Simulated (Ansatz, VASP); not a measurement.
# Two plane-wave programs on CsBr

Contents of INCAR:

```
SYSTEM = CsBr
ALGO     = Normal         ! electronic algorithm
EDIFF    = 1E-6           ! SCF threshold, eV
ENCUT    = 500            ! plane-wave cutoff, eV
GGA      = PE             ! functional
GGA_COMPAT= .FALSE.      
ISIF     = 2              ! what is computed and relaxed
ISMEAR   = 0              ! smearing method
LASPH    = .TRUE.         ! aspherical terms in the spheres
LCHARG   = .FALSE.        ! write CHGCAR
LREAL    = .FALSE.        ! projectors in reciprocal space
LWAVE    = .FALSE.        ! write WAVECAR
NBANDS   = 15             ! bands
NELM     = 120            ! most SCF steps
PREC     = Accurate       ! precision mode
SIGMA    = 0.01           ! smearing width, eV
```

File KPOINTS:

```
k-points
0
G
  6 6 6
  0 0 0
```

The input POSCAR:

```
CsBr
1.0
    4.3909641748      0.0000000000      0.0000000000
    0.0000000000      4.3909641748      0.0000000000
    0.0000000000      0.0000000000      4.3909641748
Cs Br
1 1
Direct
    0.0000000000      0.0000000000      0.0000000000
    0.5000000000      0.5000000000      0.5000000000
```

Input for Ansatz:

```yaml
crystal:
  lattice:
    - [4.3909641748, 0.0, 0.0]
    - [0.0, 4.3909641748, 0.0]
    - [0.0, 0.0, 4.3909641748]
  atoms:
    - { symbol: Cs, position: [0.0, 0.0, 0.0] }
    - { symbol: Br, position: [0.5, 0.5, 0.5] }
kpoints:
  mp_grid: { grid: [6, 6, 6] }
hamiltonian:
  xc: pbe
scf:
  occupations: { method: fixed }
  n_extra_bands: 4
output:
  forces: true
  stress: true
  eigenvalues: true
```

Alike in both runs: task single point; functional PBE; k mesh 6 × 6 × 6; no spin polarisation.

|  | VASP | Ansatz |
| --- | --- | --- |
| version | VASP 6.6.1 | Ansatz 0.2.0 |
| potentials or method | VASP PAW PBE potentials, release 64 (Cs_sv, Br) | plane waves, PAW |
| plane-wave cutoff (eV) | 500 | 420 |
| occupations | gaussian, width 0.01 eV | fixed |
| valence electrons in the cell | 16 | 16 |

Ansatz gave:

| Property | Result |
| --- | --- |
| gap on the k mesh at the Fermi level (eV) | 4.25 |
| pressure (GPa) | 0.0 |

Which values does VASP return?

gap on the k mesh at the Fermi level (eV): 4.24; pressure (GPa): 0.0.

Neither program's run includes spin-orbit coupling.
